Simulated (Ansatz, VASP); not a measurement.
## One calculation of Ga, two programs

The input INCAR:

```
PREC = Accurate
ENCUT = 520
EDIFF = 1E-6
ISMEAR = -1
SIGMA = 0.05
LREAL = F
LASPH = T
NELM = 100
ALGO = Normal
ISIF = 2
LWAVE = F
LCHARG = F
GGA = CA
NBANDS = 20
```

The input KPOINTS:

```
regular mesh
0
Gamma
  7 6 5
```

The input POSCAR:

```
Ga
1.0
    2.7784220849      0.0000000000      0.0000000000
    0.0000000000      3.2816087900      0.0000000000
   -1.3434310986      0.0000000000      3.9902731763
Ga
2
Direct
    0.1345962700      0.7500000000      0.7701668300
    0.8654037300      0.2500000000      0.2298331700
```

Contents of input.yaml:

```yaml
crystal:
  lattice:
    - [2.7784220849, 0.0, 0.0]
    - [0.0, 3.28160879, 0.0]
    - [-1.3434310986, 0.0, 3.9902731763]
  atoms:
    - { symbol: Ga, position: [0.13459627, 0.75, 0.77016683] }
    - { symbol: Ga, position: [0.86540373, 0.25, 0.22983317] }
kpoints:
  mp_grid: { grid: [7, 6, 5] }
  band_path:
    path:
      - [0.0, 0.0, 0.0]
      - [0.0, 0.0, 0.5]
      - [-0.439461826, 0.0, 0.712489919]
      - [-0.5, 0.0, 0.5]
      - [-0.5, 0.5, 0.5]
      - [-0.560538174, 0.5, 0.287510081]
      - [-0.5, 0.5, 0.0]
      - [-0.5, 0.0, 0.0]
    npoints: 6
scf:
  occupations: { method: fermi_dirac, width: 0.05 }
hamiltonian:
  xc: lda
  pseudopotentials: { kind: all_electron, lapw: { basis_error: 0.001 } }
output:
  forces: true
  stress: true
  eigenvalues: true
```

Alike in both runs: functional LDA; k mesh 7 × 6 × 5; occupations fermi-dirac, width 0.05 eV; no spin polarisation.

|  | VASP | Ansatz |
| --- | --- | --- |
| version | VASP 6.6.1 | Ansatz 0.2.0 |
| potentials or method | VASP PAW LDA potentials, release 64 (Ga_d), cutoff 520 eV | all-electron LAPW, scalar-relativistic |
| task | single point | band structure |

|  | VASP | Ansatz | Ansatz less VASP |
| --- | --- | --- | --- |
| gap on the k mesh at the Fermi level (eV) | none | none | - |
| pressure (GPa) | -2.7 | -2.7 | 0.00 |
| traceless stress, the component that is largest in VASP (GPa) | 1.44 | 1.44 | +0.004 |
| rms of the force components (eV/Å) | 0.076 | 0.075 | -0.0003 |

LDA's correlation is that of Perdew and Zunger in VASP and of Perdew and Wang (1992) in Ansatz. Atom by atom the forces differ by 0.001 eV/Å (rms over components). A gap of «none» marks a metal or a gap that the smearing closes. Ansatz ran all-electron here, and VASP with PAW potentials.

Noted on Ansatz's run: the k mesh is thin for a metal, which can move the energy by tens of meV per atom.
